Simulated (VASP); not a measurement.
## SnSe: single point with PBE

SnSe:

```
Sn Se
1.0
     0.00000    3.05935    3.05935
     3.05935    0.00000    3.05935
     3.05935    3.05935    0.00000
Sn Se
1 1
Direct
  0.00000 0.00000 0.00000
  0.50000 0.50000 0.50000
```

This cell differs from its parent crystal: volume scaled by 1.05.

```yaml
Program: VASP 6.6.1
Task: single point
Functional: PBE
Potentials_or_basis: VASP PAW PBE potentials, release 64 (Sn_d, Se)
Cutoff: 500 eV
k_mesh: 7 × 7 × 7
Occupations: fermi-dirac, width 0.01 eV
Spin: no spin polarisation
Dipole_correction: no
Further_INCAR_settings: ALGO = Normal; EDIFF = 1e-06; NBANDS = 17
```

- Pressure: -1.4 GPa

Levels at points of the mesh, in eV from the Fermi level:
```csv
k point,band 8,band 9,band 10,band 11,band 12,band 13
"(0.00, 0.00, 0.00)",-2.17,-2.17,-2.17,4.01,4.01,4.01
```

Wall time 6.8 s on 1 thread of Intel(R) Xeon(R) 6975P-C (Granite Rapids), with other jobs on the host, peak memory 0.18 GiB.

Caveat: this odd mesh misses L, where the gap lies, so gap, dielectric constants and Born charges aren't listed; spin-orbit coupling is left out, which moves the levels of the heavy elements.
